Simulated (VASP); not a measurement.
Wanted: the native input for a VASP 6.6.1 run.

- Task: single point
- Functional: r2SCAN
- Potentials or basis: VASP PAW PBE potentials, release 64 (Ge_d)
- Cutoff: 520 eV
- k mesh: 11 × 11 × 11
- Occupations: fermi-dirac, width 0.05 eV
- Spin: no spin polarisation
- Dipole correction: no
- Further INCAR settings: ALGO = Normal; EDIFF = 1e-06; NBANDS = 21

Crystal: Ge.

```
CELL_PARAMETERS angstrom
-2.46217 2.61504 1.41753
2.46217 -2.61504 1.41753
2.46217 2.61504 -1.41753
ATOMIC_POSITIONS crystal
Ge 0.31406 0.06406 0.25000
Ge 0.68594 0.93594 0.75000
```

The input as run:

POSCAR

```
Ge
1.0
   -2.4621655136      2.6150361352      1.4175264166
    2.4621655136     -2.6150361352      1.4175264166
    2.4621655136      2.6150361352     -1.4175264166
Ge
2
Direct
    0.3140570000      0.0640570000      0.2500000000
    0.6859430000      0.9359430000      0.7500000000
```

INCAR.step1

```
SYSTEM = Ge
PREC = Accurate
ENCUT = 520
ISMEAR = -1
SIGMA = 0.05
LREAL = .False.
LASPH = .True.
NELM = 100
NBANDS = 21
GGA = PE
ALGO = Normal
EDIFF = 1E-4
LWAVE = .True.
LCHARG = .False.
```

INCAR.step2

```
SYSTEM = Ge
PREC = Accurate
ENCUT = 520
EDIFF = 1E-6
ISMEAR = -1
SIGMA = 0.05
LREAL = .False.
LASPH = .True.
NELM = 100
ALGO = Normal
ISIF = 2
LWAVE = .False.
LCHARG = .False.
METAGGA = R2SCAN
LMIXTAU = .True.
NBANDS = 21
ISTART = 1
```

KPOINTS

```
Automatic mesh
0
Gamma
  11 11 11
  0 0 0
```

Potentials or basis: VASP PAW PBE potentials, release 64 (Ge_d).

Run with:

```sh
$ cat potpaw_PBE.64/Ge_d/POTCAR > POTCAR
$ cp INCAR.step1 INCAR
$ mpirun -np 1 vasp_std > vasp.out
$ cp INCAR.step2 INCAR
$ mpirun -np 1 vasp_std > vasp.out
```

It gave:

```yaml
Pressure: 1.7 GPa
Largest_force: 0.083 eV/Å
Band_gap_on_the_k_mesh: zero (bands 14 and 15 overlap by 5.83 eV)
```

Caveat: the PAW data sets were made with another functional, which shifts forces and pressure a little.

It took 7 min on 1 thread of Intel(R) Xeon(R) Platinum 8488C (Sapphire Rapids), on a shared host, peak memory 0.26 GiB.
